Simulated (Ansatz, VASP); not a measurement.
# Two plane-wave programs on Ag

The input INCAR:

```
PREC     = Accurate       # precision mode
ENCUT    = 520            # plane-wave cutoff, eV
EDIFF    = 1E-6           # SCF threshold, eV
ISMEAR   = 0              # smearing method
SIGMA    = 0.15           # smearing width, eV
LREAL    = False          # projectors in reciprocal space
LASPH    = True           # aspherical terms in the spheres
NELM     = 60             # most SCF steps
ALGO     = Fast           # electronic algorithm
ISIF     = 2              # what is computed and relaxed
LWAVE    = False          # write WAVECAR
LCHARG   = False          # write CHGCAR
GGA      = PS             # functional
NBANDS   = 12             # bands
```

File KPOINTS:

```
regular mesh
0
Gamma
  26 26 26
```

File POSCAR:

```
Ag
1.0
   -1.5722433941      1.5722433941      1.6931851937
    1.5722433941     -1.5722433941      1.6931851937
    1.5722433941      1.5722433941     -1.6931851937
Ag
1
Direct
    0.0000000000      0.0000000000      0.0000000000
```

Input for Ansatz:

```yaml
crystal:
  lattice:
    - [-1.5722433941, 1.5722433941, 1.6931851937]
    - [1.5722433941, -1.5722433941, 1.6931851937]
    - [1.5722433941, 1.5722433941, -1.6931851937]
  atoms:
    - { symbol: Ag, position: [0.0, 0.0, 0.0] }
basis:
  ecutwfc: 420
kpoints:
  mp_grid: { grid: [26, 26, 26] }
hamiltonian:
  xc: pbesol
scf:
  occupations: { method: gaussian, width: 0.15 }
output:
  forces: true
  stress: true
  eigenvalues: true
```

Change from the starting cell: strain -0.025 along x and y, +0.050 along z, atoms carried along.

Alike in both runs: task single point; functional PBEsol; k mesh 26 × 26 × 26; occupations gaussian, width 0.15 eV; no spin polarisation.

```csv
,VASP,Ansatz
version,VASP 6.6.1,Ansatz 0.2.0
potentials or method,"VASP PAW PBE potentials, release 64 (Ag), cutoff 520 eV","scalar-relativistic, plane waves, PAW"
valence electrons in the cell,11,19
```

```tsv
	VASP	Ansatz	Ansatz less VASP
gap on the k mesh at the Fermi level (eV)	none	none	-
pressure (GPa)	0.1	0.2	+0.11
traceless stress, the component that is largest in VASP (GPa)	0.79	0.80	+0.008
```

VASP's potentials were made for PBE, not for PBEsol. A gap of «none» marks a metal or a gap that the smearing closes. VASP's potentials hold 11 valence electrons a cell and Ansatz's 19, so a difference there can come from the potentials and not from the codes.
